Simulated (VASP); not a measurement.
# Si (Fd-3m) in VASP: single point with HSE06

Aim: the single point of Si with HSE06.

All numbers are computed with VASP 6.6.1; they aren't measurements. Logs are shortened: lines on timing, memory, paths and dates and some standing lists are left out, and cuts for length are marked.

**1. The cell of the first run**

The structure is cubic, space group Fd-3m (No. 227). The conventional cell has a = 5.440 Å, b = 5.440 Å, c = 5.440 Å, α = 90.00°, β = 90.00°, γ = 90.00°. Si (site symmetry -43m) has 4 Si at 2.36 Å within 3.1 Å.

**2. Single point, HSE06**

POSCAR

```
Si
1.0
    0.0000000000      2.7202013342      2.7202013342
    2.7202013342      0.0000000000      2.7202013342
    2.7202013342      2.7202013342      0.0000000000
Si
2
Direct
    0.7500000000      0.7500000000      0.7500000000
    0.5000000000      0.5000000000      0.5000000000
```

INCAR.step1

```
PREC = Accurate
ENCUT = 520
EDIFF = 1E-5
ISMEAR = 0
SIGMA = 0.02
LREAL = False
LASPH = True
NELM = 100
ALGO = Normal
ISIF = 2
LWAVE = True
LCHARG = False
GGA = PE
NBANDS = 11
```

INCAR.step2

```
PREC = Accurate
ENCUT = 520
EDIFF = 1E-6
ISMEAR = 0
SIGMA = 0.02
LREAL = False
LASPH = True
NELM = 100
ALGO = Normal
ISIF = 2
LWAVE = False
LCHARG = False
GGA = PE
LHFCALC = True
HFSCREEN = 0.2079
PRECFOCK = Normal
ISTART = 1
NBANDS = 11
```

KPOINTS

```
Automatic mesh
0
Gamma
  8 8 8
```

Potentials or basis: VASP PAW PBE potentials, release 64 (Si).

Started as:

```
cat potpaw_PBE.64/Si/POTCAR > POTCAR
cp INCAR.step1 INCAR
mpirun -np 1 vasp_std > vasp.out
cp INCAR.step2 INCAR
mpirun -np 1 vasp_std > vasp.out
```

OUTCAR:

```text
PREC = Accurate
   ENCUT = 520
   EDIFF = 1E-6
   ISMEAR = 0
   LREAL = False
   LASPH = True
   NELM = 100
   ISIF = 2
   GGA = PE
   LHFCALC = True
   HFSCREEN = 0.2079
   PRECFOCK = Normal
   ISTART = 1

 ion  position               nearest neighbor table
   1  0.750  0.750  0.750-   2 2.36   2 2.36   2 2.36   2 2.36
   2  0.500  0.500  0.500-   1 2.36   1 2.36   1 2.36   1 2.36

  LATTYP: Found a face centered cubic cell.
 ALAT       =     5.4404026684

  Lattice vectors:

 A1 = (   0.0000000000,   2.7202013342,   2.7202013342)
 A2 = (   2.7202013342,   0.0000000000,   2.7202013342)
 A3 = (   2.7202013342,   2.7202013342,   0.0000000000)

Analysis of symmetry for initial positions (statically):
=====================================================================
 Subroutine PRICEL returns:
 Original cell was already a primitive cell.

 Routine SETGRP: Setting up the symmetry group for a
 face centered cubic supercell.

 Subroutine GETGRP returns: Found 48 space group operations
 (whereof 24 operations were pure point group operations)
 out of a pool of 48 trial point group operations.

The static configuration has the point symmetry T_d .
 The point group associated with its full space group is O_h .

Analysis of symmetry for dynamics (positions and initial velocities):
=====================================================================
 Subroutine PRICEL returns:
 Original cell was already a primitive cell.

 Routine SETGRP: Setting up the symmetry group for a
 face centered cubic supercell.

 Subroutine GETGRP returns: Found 48 space group operations
 (whereof 24 operations were pure point group operations)
 out of a pool of 48 trial point group operations.

The dynamic configuration has the point symmetry T_d .
 The point group associated with its full space group is O_h .

 Subroutine INISYM returns: Found 48 space group operations
 (whereof 24 operations are pure point group operations),
 and found     1 'primitive' translations

----------------------------------------------------------------------------------------

                                     Primitive cell

  volume of cell :      40.2562

  direct lattice vectors                    reciprocal lattice vectors
     0.000000000  2.720201334  2.720201334    -0.183809924  0.183809924  0.183809924
     2.720201334  0.000000000  2.720201334     0.183809924 -0.183809924  0.183809924
     2.720201334  2.720201334  0.000000000     0.183809924  0.183809924 -0.183809924

  length of vectors
     3.846945619  3.846945619  3.846945619     0.318368127  0.318368127  0.318368127

[... 99 lines left out ...]
     AMIX     =   0.40;   BMIX     =  1.00
     AMIX_MAG =   1.60;   BMIX_MAG =  1.00
  volume/ion in A,a.u.               =      20.13       135.83
  Fermi-wavevector in a.u.,A,eV,Ry     =   0.955345  1.805341 12.417833  0.912685
  Thomas-Fermi vector in A             =   2.084175
   LORBIT       =      0    0 simple, 1 ext, 2 COOP (PROOUT), +10 PAW based schemes
   GGA     = PE    functional components
   LHFCALC =     T    Hartree Fock is set to
   PRECFOCK=normal    Normal, Fast or Accurate (Low or Medium for compatibility)
   ENCUT4O =  -1.0   cutoff for four orbital integrals eV
   NKREDX  =     1    reduce k-point grid by
   NKREDY  =     1    reduce k-point grid by
   NKREDZ  =     1    reduce k-point grid by
   AEXX    =    0.2500 exact exchange contribution
   HFSCREEN=    0.2079 screening length (either q_TF or 0.3 A-1)
   HFSCREENC=   0.2079 screening length for correlation (either q_TF or 0.3 A-1)
   ENCUTFOCK=  -1.0 apply spherical cutoff to Coloumb kernel
   IVDW    =     0    specifies the selected vdW correction
   LEPSILON=     F    determine dielectric tensor
   LRPA    =     F    only Hartree local field effects (RPA)
 non-spin polarized calculation
 Gauss-broadening in eV      SIGMA  =   0.02
  energy-cutoff  :      520.00
  volume of cell :       40.26
 maximum number of plane-waves:      1106
 NGX is ok and might be reduce to    30
  NGX = 24; NGY = 24; NGZ = 24

 number of electron       8.0000001 magnetization

 Free energy of the ion-electron system (eV)
  ---------------------------------------------------
  ext. energy  EPLUGINS =         0.00000000
  ---------------------------------------------------
  free energy    TOTEN  =       -12.54951885 eV

  energy without entropy =      -12.54951885  energy(sigma->0) =      -12.54951885

 E-fermi :   5.5437     XC(G=0):  -7.8341

 val. band max:        5.4206571768   @ k =   0.0000   0.0000   0.0000
 cond. band min:       6.6133386527   @ k =   0.3750   0.3750   0.0000
 fundamental gap:      1.1926814759
 Fermi energy:         5.5436690566

 k-point     1 :       0.0000    0.0000    0.0000
  band No.  band energies     occupation
      1      -7.8317      2.00000
      2       5.4207      2.00000
      3       5.4207      2.00000
      4       5.4207      2.00000
      5       8.7400      0.00000
      6       8.7400      0.00000
      7       8.7400      0.00000
      8       9.6694      0.00000
      9      14.1891      0.00000
     10      14.1998      0.00000
     11      14.1998      0.00000
[... 309 lines left out ...]
 k-point    24 :      -0.3750    0.2500    0.1250
  band No.  band energies     occupation
      1      -4.6538      2.00000
      2      -2.0683      2.00000
      3       1.6922      2.00000
      4       3.0944      2.00000
      5       9.2573      0.00000
      6       9.2780      0.00000
      7      12.3034      0.00000
      8      13.5448      0.00000
      9      13.9012      0.00000
     10      17.1499      0.00000
     11      18.3624      0.00000

 [... further k-points ...]

------------------------ aborting loop because EDIFF is reached ----------------------------------------

  FORCE on cell =-STRESS in cart. coord.  units (eV):
  Direction    XX          YY          ZZ          XY          YZ          ZX
  --------------------------------------------------------------------------------------
  -------------------------------------------------------------------------------------
  Total       -0.0963384     -0.0963384     -0.0963384      0.0000000      0.0000000      0.0000000
  in kB       -3.8342201     -3.8342201     -3.8342201      0.0000000      0.0000000      0.0000000
  external PRESSURE =      -3.8342201 kB  Pullay stress =       0.0000000 kB

 VOLUME and BASIS-vectors are now :
 -----------------------------------------------------------------------------
  energy-cutoff  :      520.00
  volume of cell :       40.26
      direct lattice vectors                 reciprocal lattice vectors
     0.000000000  2.720201334  2.720201334    -0.183809924  0.183809924  0.183809924
     2.720201334  0.000000000  2.720201334     0.183809924 -0.183809924  0.183809924
     2.720201334  2.720201334  0.000000000     0.183809924  0.183809924 -0.183809924

 POSITION                                       TOTAL-FORCE (eV/Angst)
 -----------------------------------------------------------------------------------
      4.08030      4.08030      4.08030        -0.000000     -0.000000     -0.000000
      2.72020      2.72020      2.72020         0.000000      0.000000      0.000000
 -----------------------------------------------------------------------------------
    total drift:                                0.000000     -0.000000     -0.000000

  FREE ENERGIE OF THE ION-ELECTRON SYSTEM (eV)
  ---------------------------------------------------
  free  energy   TOTEN  =       -12.5495188505 eV

  energy  without entropy=      -12.5495188505  energy(sigma->0) =      -12.54951885
```

Run time: 33 min. Hardware: 1 thread of Intel Xeon Platinum 8375C at 2.90GHz (Ice Lake), shared host; peak memory 0.3 GiB.

What came out:

```yaml
Free_energy: -12.5495 eV
Pressure: -0.4 GPa
Band_gap_on_the_k_mesh: 1.19 eV (least direct gap 3.32 eV)
```

Levels at points of the mesh, in eV from the valence-band top:
```csv
k point,band 1,band 2,band 3,band 4,band 5,band 6,band 7,band 8,band 9
"(0.00, 0.00, 0.00)",-13.25,0.00,0.00,0.00,3.32,3.32,3.32,4.25,8.77
"(0.50, 0.00, 0.00)",-10.67,-7.69,-1.31,-1.31,2.22,4.14,4.14,8.61,11.78
"(0.50, 0.50, 0.00)",-8.65,-8.65,-3.12,-3.12,1.30,1.30,11.44,11.44,12.21
```

Caveat: the PAW data sets were made with another functional, which shifts forces and pressure a little. A k mesh can miss the band edges.
